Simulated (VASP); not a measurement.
# Te (Fm-3m) in VASP: further runs

Te is run at these levels: r2SCAN; tasks: single point, relaxation of cell and atoms.

Program: VASP 6.6.1. These are calculated values, not measurements. Logs are shortened: lines on timing, memory, paths and dates and some standing lists are left out, and cuts for length are marked.

**1. The cell of the first run**

It takes space group Fm-3m (No. 225, cubic). The conventional cell has a = 4.838 Å, b = 4.838 Å, c = 4.838 Å, α = 90.00°, β = 90.00°, γ = 90.00°. Te (site symmetry m-3m) has 12 Te at 3.42 Å within 4.5 Å.

This isn't the form of Te at room conditions, which is trigonal, of chains.

**2. Single point, r2SCAN**

POSCAR

```
Te
1.0
    0.0000000000      2.4190024734      2.4190024734
    2.4190024734      0.0000000000      2.4190024734
    2.4190024734      2.4190024734      0.0000000000
Te
1
Direct
    0.0000000000      0.0000000000      0.0000000000
```

INCAR.step1

```
SYSTEM = Te
PREC = Accurate ; ENCUT = 520
ISMEAR = 0 ; SIGMA = 0.1
LREAL = .False. ; LASPH = .True.
NELM = 100 ; NBANDS = 9
GGA = PE ; ALGO = Normal
EDIFF = 1E-4 ; LWAVE = .True.
LCHARG = .False.
```

INCAR.step2

```
SYSTEM = Te
PREC = Accurate ; ENCUT = 520
EDIFF = 1E-6 ; ISMEAR = 0
SIGMA = 0.1 ; LREAL = .False.
LASPH = .True. ; NELM = 100
ALGO = Normal ; ISIF = 2
LWAVE = .False. ; LCHARG = .False.
METAGGA = R2SCAN ; LMIXTAU = .True.
NBANDS = 9 ; ISTART = 1
```

KPOINTS

```
Automatic mesh
0
Gamma
  20 20 20
  0 0 0
```

Potentials or basis: VASP PAW PBE potentials, release 64 (Te).

The run is started by

```console
> cat potpaw_PBE.64/Te/POTCAR > POTCAR
> cp INCAR.step1 INCAR
> mpirun -np 1 vasp_std > vasp.out
> cp INCAR.step2 INCAR
> mpirun -np 1 vasp_std > vasp.out
```

OUTCAR:

```text
SYSTEM = Te
   PREC = Accurate
   ENCUT = 520
   EDIFF = 1E-6
   ISMEAR = 0
   LREAL = .False.
   LASPH = .True.
   NELM = 100
   ISIF = 2
   METAGGA = R2SCAN
   ISTART = 1

 ion  position               nearest neighbor table
   1  0.000  0.000  0.000-

  LATTYP: Found a face centered cubic cell.
 ALAT       =     4.8380049468

  Lattice vectors:

 A1 = (   0.0000000000,   2.4190024734,   2.4190024734)
 A2 = (   2.4190024734,   0.0000000000,   2.4190024734)
 A3 = (   2.4190024734,   2.4190024734,   0.0000000000)

Analysis of symmetry for initial positions (statically):
=====================================================================
 Subroutine PRICEL returns:
 Original cell was already a primitive cell.

 Routine SETGRP: Setting up the symmetry group for a
 face centered cubic supercell.

 Subroutine GETGRP returns: Found 48 space group operations
 (whereof 48 operations were pure point group operations)
 out of a pool of 48 trial point group operations.

The static configuration has the point symmetry O_h .

Analysis of symmetry for dynamics (positions and initial velocities):
=====================================================================
 Subroutine PRICEL returns:
 Original cell was already a primitive cell.

 Routine SETGRP: Setting up the symmetry group for a
 face centered cubic supercell.

 Subroutine GETGRP returns: Found 48 space group operations
 (whereof 48 operations were pure point group operations)
 out of a pool of 48 trial point group operations.

The dynamic configuration has the point symmetry O_h .

 Subroutine INISYM returns: Found 48 space group operations
 (whereof 48 operations are pure point group operations),
 and found     1 'primitive' translations

----------------------------------------------------------------------------------------

                                     Primitive cell

  volume of cell :      28.3099

  direct lattice vectors                    reciprocal lattice vectors
     0.000000000  2.419002473  2.419002473    -0.206696771  0.206696771  0.206696771
     2.419002473  0.000000000  2.419002473     0.206696771 -0.206696771  0.206696771
     2.419002473  2.419002473  0.000000000     0.206696771  0.206696771 -0.206696771

  length of vectors
     3.420986105  3.420986105  3.420986105     0.358009309  0.358009309  0.358009309

  position of ions in fractional coordinates (direct lattice)
     0.000000000  0.000000000  0.000000000

  ion indices of the primitive-cell ions
   primitive index   ion index
                 1           1

----------------------------------------------------------------------------------------

 KPOINTS: Automatic mesh

Automatic generation of k-mesh.
 Grid dimensions read from file:
 generate k-points for:   20   20   20

 Generating k-lattice:

  Cartesian coordinates                     Fractional coordinates (reciprocal lattice)
    -0.010334839  0.010334839  0.010334839     0.050000000  0.000000000  0.000000000
     0.010334839 -0.010334839  0.010334839     0.000000000  0.050000000  0.000000000
     0.010334839  0.010334839 -0.010334839     0.000000000  0.000000000  0.050000000

  Length of vectors
     0.017900465  0.017900465  0.017900465

  Shift w.r.t. Gamma in fractional coordinates (k-lattice)
     0.000000000  0.000000000  0.000000000

 Subroutine IBZKPT returns following result:
 ===========================================

 Found    256 irreducible k-points:

 Following reciprocal coordinates:
            Coordinates               Weight
  0.000000  0.000000  0.000000      1.000000
  0.050000  0.000000  0.000000      8.000000
  0.100000  0.000000  0.000000      8.000000
  0.150000  0.000000  0.000000      8.000000
  0.200000  0.000000  0.000000      8.000000
  0.250000  0.000000  0.000000      8.000000
[... 16 lines left out ...]
 -0.400000  0.050000  0.000000     24.000000
 -0.350000  0.050000  0.000000     24.000000
 [... further k-points ...]
   k-points           NKPTS =    256   k-points in BZ     NKDIM =    256   number of bands    NBANDS=      9
   number of dos      NEDOS =    301   number of ions     NIONS =      1
   total plane-waves  NPLWV =  21952
   dimension x,y,z NGX =    28 NGY =   28 NGZ =   28
   dimension x,y,z NGXF=    56 NGYF=   56 NGZF=   56
   ions per type =               1
   NGX,Y,Z   is equivalent  to a cutoff of  13.61, 13.61, 13.61 a.u.
   NGXF,Y,Z  is equivalent  to a cutoff of  27.21, 27.21, 27.21 a.u.
 SYSTEM =  Te
   PREC   = accura    normal or accurate (medium, high low for compatibility)
   ISTART =      1    job   : 0-new  1-cont  2-samecut
   ICHARG =      0    charge: 1-file 2-atom 10-const
   ISPIN  =      1    spin polarized calculation?
   LNONCOLLINEAR =      F non collinear calculations
   LSORBIT =      F    spin-orbit coupling
   LASPH  =      T    aspherical Exc in radial PAW
   ENCUT  =  520.0 eV  38.22 Ry    6.18 a.u.   6.36  6.36  6.36*2*pi/ulx,y,z
   NELM   =    100;   NELMIN=  2; NELMDL=  0     # of ELM steps
   EDIFF  = 0.1E-05   stopping-criterion for ELM
   LREAL  =      F    real-space projection
   EDIFFG = 0.1E-04   stopping-criterion for IOM
   NSW    =      0    number of steps for IOM
   IBRION =     -1    ionic relax: 0-MD 1-quasi-New 2-CG
   NFREE  =      0    steps in history (QN), initial steepest desc. (CG)
   ISIF   =      2    stress and relaxation
   ISYM   =      2    0-nonsym 1-usesym 2-fastsym
   POTIM  = 0.5000    time-step for ionic-motion
   TEBEG  =    0.0;   TEEND  =   0.0 temperature during run
   PSTRESS=    0.0 pullay stress
   NELECT =       6.0000    total number of electrons
   NUPDOWN=      -1.0000    fix difference up-down
   EMIN   =  10.00;   EMAX   =-10.00  energy-range for DOS
   EFERMI =   0.00;   METHOD = LEGACY
   ISMEAR =     0;   SIGMA  =   0.10  broadening in eV -4-tet -1-fermi 0-gaus
   EFERMI_NEDOS =   21; number of points for ismear=-14 and -15
   IALGO  =     38    algorithm
   IMIX   =      4    mixing-type and parameters
     AMIX     =   0.40;   BMIX     =  1.00
     AMIX_MAG =   1.60;   BMIX_MAG =  1.00
  volume/ion in A,a.u.               =      28.31       191.04
  Fermi-wavevector in a.u.,A,eV,Ry     =   0.976065  1.844496 12.962321  0.952704
  Thomas-Fermi vector in A             =   2.106655
   LORBIT       =      0    0 simple, 1 ext, 2 COOP (PROOUT), +10 PAW based schemes
   METAGGA = R2SCAN    functional components
   LHFCALC =     F    Hartree Fock is set to
   AEXX    =    0.0000 exact exchange contribution
   IVDW    =     0    specifies the selected vdW correction
   LEPSILON=     F    determine dielectric tensor
   LRPA    =     F    only Hartree local field effects (RPA)
 non-spin polarized calculation
 Gauss-broadening in eV      SIGMA  =   0.10
  energy-cutoff  :      520.00
  volume of cell :       28.31
 maximum number of plane-waves:       779
 NGX is ok and might be reduce to    28
   NGX = 13   NGY = 13   NGZ = 13

 number of electron       6.0000000 magnetization

 Free energy of the ion-electron system (eV)
  ---------------------------------------------------
  ext. energy  EPLUGINS =         0.00000000
  ---------------------------------------------------
  free energy    TOTEN  =       -24.87514970 eV

  energy without entropy =      -24.87052058  energy(sigma->0) =      -24.87283514

 E-fermi :   7.7103     XC(G=0): -10.6136

 val. band max:        7.7094693831   @ k =  -0.4500   0.3000   0.1500
 cond. band min:       7.7172245167   @ k =  -0.4500   0.3000   0.0000
 fundamental gap:      0.0077551335
 Fermi energy:         7.7102687065

 k-point     1 :       0.0000    0.0000    0.0000
  band No.  band energies     occupation
      1      -6.7190      2.00000
      2      10.9333      0.00000
      3      10.9333      0.00000
      4      10.9333      0.00000
      5      17.7173      0.00000
      6      17.7173      0.00000
      7      17.7173      0.00000
      8      18.6982      0.00000
      9      19.2937      0.00000

 k-point     2 :       0.0500    0.0000    0.0000
  band No.  band energies     occupation
      1      -6.6733      2.00000
      2      10.5538      0.00000
      3      10.8851      0.00000
      4      10.8851      0.00000
      5      17.4132      0.00000
      6      17.8093      0.00000
      7      17.8093      0.00000
      8      18.9342      0.00000
      9      19.8752      0.00000

 k-point     3 :       0.1000    0.0000    0.0000
  band No.  band energies     occupation
      1      -6.5367      2.00000
      2       9.5947      0.00000
      3      10.7518      0.00000
      4      10.7518      0.00000
      5      16.9264      0.00000
      6      18.0526      0.00000
      7      18.0526      0.00000
      8      19.5490      0.00000
      9      21.0106      0.00000

 k-point     4 :       0.1500    0.0000    0.0000
  band No.  band energies     occupation
      1      -6.3113      2.00000
      2       8.3509      0.00000
      3      10.5604      0.00000
      4      10.5604      0.00000
      5      16.4941      0.00000
      6      18.3265      0.00000
      7      18.3265      0.00000
      8      20.3485      0.00000
      9      20.7567      0.00000
[... 205 lines left out ...]
 k-point    22 :      -0.4500    0.0500    0.0000
  band No.  band energies     occupation
      1      -3.7048      2.00000
      2       1.5985      2.00000
      3       9.1707      0.00000
      4       9.5159      0.00000
      5      15.6492      0.00000
      6      16.6167      0.00000
      7      17.0940      0.00000
      8      19.3121      0.00000
      9      25.0319      0.00000

 k-point    23 :      -0.4000    0.0500    0.0000
  band No.  band energies     occupation
      1      -4.0194      2.00000
      2       2.1333      2.00000
      3       9.1603      0.00000
      4       9.6542      0.00000
      5      15.6915      0.00000
      6      16.7995      0.00000
      7      17.1392      0.00000
      8      19.4876      0.00000
      9      23.8016      0.00000

 k-point    24 :      -0.3500    0.0500    0.0000
  band No.  band energies     occupation
      1      -4.4748      2.00000
      2       2.9935      2.00000
      3       9.2094      0.00000
      4       9.8356      0.00000
      5      15.7612      0.00000
      6      17.0972      0.00000
      7      17.2905      0.00000
      8      19.7815      0.00000
      9      22.6547      0.00000

 [... further k-points ...]

------------------------ aborting loop because EDIFF is reached ----------------------------------------

  FORCE on cell =-STRESS in cart. coord.  units (eV):
  Direction    XX          YY          ZZ          XY          YZ          ZX
  --------------------------------------------------------------------------------------
  -------------------------------------------------------------------------------------
  Total       -0.0125866     -0.0125866     -0.0125866      0.0000000     -0.0000000      0.0000000
  in kB       -0.7123270     -0.7123270     -0.7123270      0.0000000     -0.0000000      0.0000000
  external PRESSURE =      -0.7123270 kB  Pullay stress =       0.0000000 kB

 VOLUME and BASIS-vectors are now :
 -----------------------------------------------------------------------------
  energy-cutoff  :      520.00
  volume of cell :       28.31
      direct lattice vectors                 reciprocal lattice vectors
     0.000000000  2.419002473  2.419002473    -0.206696771  0.206696771  0.206696771
     2.419002473  0.000000000  2.419002473     0.206696771 -0.206696771  0.206696771
     2.419002473  2.419002473  0.000000000     0.206696771  0.206696771 -0.206696771

 POSITION                                       TOTAL-FORCE (eV/Angst)
 -----------------------------------------------------------------------------------
      0.00000      0.00000      0.00000         0.000000      0.000000      0.000000
 -----------------------------------------------------------------------------------
    total drift:                                0.000000      0.000000      0.000000

  FREE ENERGIE OF THE ION-ELECTRON SYSTEM (eV)
  ---------------------------------------------------
  free  energy   TOTEN  =       -24.8751497034 eV

  energy  without entropy=      -24.8705205821  energy(sigma->0) =      -24.87283514
```

Wall time 94 s (1 thread of Intel Xeon Platinum 8559C (Emerald Rapids), shared host); peak memory 0.21 GiB.

Results:

```
Free energy            : -24.8751 eV
Pressure               : -0.1 GPa
Band gap on the k mesh : zero (bands 3 and 4 overlap by 5.35 eV)
```

Levels at points of the mesh, in eV from the Fermi level:
```tsv
k point	band 1	band 2	band 3	band 4	band 5	band 6	band 7
(0.00, 0.00, 0.00)	-14.43	3.22	3.22	3.22	10.01	10.01	10.01
(0.50, 0.00, 0.00)	-11.38	-6.26	1.82	1.82	7.67	9.26	9.26
(0.50, 0.50, 0.00)	-10.13	-5.53	-0.84	-0.84	4.34	4.85	19.03
```

Caveat: the PAW data sets were made with another functional, which shifts forces and pressure a little; spin-orbit coupling is left out, which moves the levels of the heavy elements.

**3. Relaxation of cell and atoms, r2SCAN**

This run uses another cell than the first one, of 28.45 Å³/atom.

POSCAR

```
Te
1.0
    0.0000000000      2.4228568675      2.4228568675
    2.4228568675      0.0000000000      2.4228568675
    2.4228568675      2.4228568675      0.0000000000
Te
1
Direct
    0.0000000000      0.0000000000      0.0000000000
```

INCAR.step1

```
PREC = Accurate ; ENCUT = 600
ISMEAR = 0 ; SIGMA = 0.1
LREAL = F ; LASPH = T
NELM = 60 ; GGA = PE
ALGO = Normal ; EDIFF = 1E-4
LWAVE = T ; LCHARG = F
```

INCAR.step2

```
PREC = Accurate ; ENCUT = 600
EDIFF = 1E-6 ; ISMEAR = 0
SIGMA = 0.1 ; LREAL = F
LASPH = T ; NELM = 60
ALGO = Normal ; ISIF = 3
LWAVE = F ; LCHARG = F
METAGGA = R2SCAN ; LMIXTAU = T
IBRION = 2 ; NSW = 100
EDIFFG = -0.01 ; ISTART = 1
```

KPOINTS

```
Automatic mesh
0
Gamma
  20 20 20
```

Potentials or basis: VASP PAW PBE potentials, release 64 (Te).

The run is started by

```console
> cat potpaw_PBE.64/Te/POTCAR > POTCAR
> cp INCAR.step1 INCAR
> mpirun -np 1 vasp_std > vasp.out
> cp INCAR.step2 INCAR
> mpirun -np 1 vasp_std > vasp.out
```

Run time: 3.6 min. Hardware: 1 thread of Intel Xeon Platinum 8559C (Emerald Rapids), shared host; peak memory 0.21 GiB.

It converged, with:

```
Free energy                           : -24.8757 eV
Relaxed volume                        : 28.27 Å³/atom
Relaxed cell                          : a = 3.419 Å, b = 3.419 Å, c = 3.419 Å, α = 60.00°, β = 60.00°, γ = 60.00°
Space group after relaxing (to 0.1 Å) : Fm-3m (No. 225)
Energy gained by relaxing             : 0.2 meV/atom
Ionic steps                           : 3
Pressure after relaxing               : 0.0 GPa
Band gap on the k mesh                : zero (bands 3 and 4 overlap by 5.36 eV)
```

The path:
| step | energy change (eV) | largest force (eV/Å) | pressure (GPa) | volume (Å³) |
| --- | --- | --- | --- | --- |
| 1 | 0.0000 | 0.0000 | -0.34 | 28.45 |
| 2 | -0.0002 | 0.0000 | 0.13 | 28.20 |
| 3 | -0.0002 | 0.0000 | 0.00 | 28.27 |

Final structure:
```yaml
crystal:
  lattice:
    - [0.00000, 2.41775, 2.41775]
    - [2.41775, 0.00000, 2.41775]
    - [2.41775, 2.41775, 0.00000]
  atoms:
    - { symbol: Te, position: [0.00000, 0.00000, 0.00000] }
```

Levels at points of the mesh, in eV from the Fermi level:
| k point | band 1 | band 2 | band 3 | band 4 | band 5 | band 6 | band 7 |
| --- | --- | --- | --- | --- | --- | --- | --- |
| (0.00, 0.00, 0.00) | -14.44 | 3.23 | 3.23 | 3.23 | 10.01 | 10.01 | 10.01 |
| (0.50, 0.00, 0.00) | -11.38 | -6.28 | 1.83 | 1.83 | 7.68 | 9.26 | 9.26 |
| (0.50, 0.50, 0.00) | -10.13 | -5.54 | -0.84 | -0.84 | 4.34 | 4.85 | 19.04 |

Caveat: the PAW data sets were made with another functional, which shifts forces and pressure a little; spin-orbit coupling is left out, which moves the levels of the heavy elements.
